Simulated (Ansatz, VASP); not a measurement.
## One calculation of LiTaO2, two programs

```
Li Ta O
1.0
     3.61937   -4.45029    0.00000
     3.61937    4.45029    0.00000
     0.00000    0.00000    3.04854
Li Ta O
1 1 2
Cartesian
  0.0000 0.0000 0.0000
  3.6194 0.0000 0.0000
  5.4680 0.0000 0.0000
  1.7707 0.0000 0.0000
```

Alike in both runs: functional PBE; k mesh 10 × 10 × 16; occupations gaussian, width 0.1 eV; no spin polarisation.

Ansatz relaxed the structure, and its values are those at the end. VASP's run is a single point on that final structure, the one shown.

|  | VASP | Ansatz |
| --- | --- | --- |
| version | VASP 6.6.1 | Ansatz 0.2.0 |
| potentials or method | VASP PAW PBE potentials, release 64 (Li_sv, Ta_pv, O), cutoff 520 eV | scalar-relativistic, plane waves, PAW |
| valence electrons in the cell | 26 | 28 |

```csv
,VASP,Ansatz,Ansatz less VASP
gap on the k mesh at the Fermi level (eV),none,none,-
rms of the force components (eV/Å),0.060,0.000,-0.0600
```

A gap of «none» marks a metal or a gap that the smearing closes. VASP's potentials hold 26 valence electrons a cell and Ansatz's 28, so a difference there can come from the potentials and not from the codes.

Neither program's run includes spin-orbit coupling. Noted on VASP's run: the cutoff is short for stress, so the pressure is rough.
